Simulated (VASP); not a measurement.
Set up this calculation in VASP 6.6.1, as the native input.

```
Task                   : single point
Functional             : BLYP
Dispersion             : D3(BJ)
Potentials or basis    : VASP PAW PBE potentials, release 64 (Cu, O)
Cutoff                 : 520 eV
k mesh                 : 10 × 10 × 5
Occupations            : fermi-dirac, width 0.05 eV
Spin                   : no spin polarisation
Dipole correction      : no
Further INCAR settings : ALGO = Normal; EDIFF = 1e-06; NBANDS = 25
```

The structure of CuO lies in POSCAR:

```
CuO
1.0
    2.3877802882     -1.7448634230      0.0000000000
    2.3877802882      1.7448634230      0.0000000000
   -0.8666988638      0.0000000000      5.1570684890
Cu O
2 2
Direct
    0.5000000000      0.0000000000      0.5000000000
    0.0000000000      0.5000000000      0.0000000000
    0.4184000000      0.5816000000      0.7500000000
    0.5816000000      0.4184000000      0.2500000000
```

One way to write it, as run:

INCAR

```
  AGGAC = 1.0
  AGGAX = 1.0
  ALDAC = 0.0
  ALDAX = 1.0
  ALGO = Normal
  EDIFF = 1E-6
  ENCUT = 520
  GGA = B5
  ISIF = 2
  ISMEAR = -1
  IVDW = 12
  LASPH = True
  LCHARG = False
  LREAL = False
  LWAVE = False
  NBANDS = 25
  NELM = 80
  PREC = Accurate
  SIGMA = 0.05
  VDW_A1 = 0.4298
  VDW_A2 = 4.2359
  VDW_S6 = 1.0
  VDW_S8 = 2.6996
```

KPOINTS

```
k-points
0
Gamma
  10 10 5
```

Potentials or basis: VASP PAW PBE potentials, release 64 (Cu, O).

Launch:

```sh
$ cat potpaw_PBE.64/Cu/POTCAR potpaw_PBE.64/O/POTCAR > POTCAR
$ mpirun -np 1 vasp_std > vasp.out
```

It gave:

| Property | Result |
| --- | --- |
| Pressure | -5.7 GPa |
| Largest force | 0.354 eV/Å |
| Band gap on the k mesh | zero (bands 17 and 18 overlap by 0.59 eV) |
| Dispersion energy per atom | -0.575 eV |

Caveat: the cell stands under tension; the PAW data sets were made with another functional, which shifts forces and pressure a little; semilocal functionals often make such compounds metallic where correlation or magnetic order opens a gap, which also shifts bond lengths.

It took 2.4 min on 1 thread of AMD EPYC 7R13 Processor (Zen 3), on a shared host, peak memory 0.23 GiB.
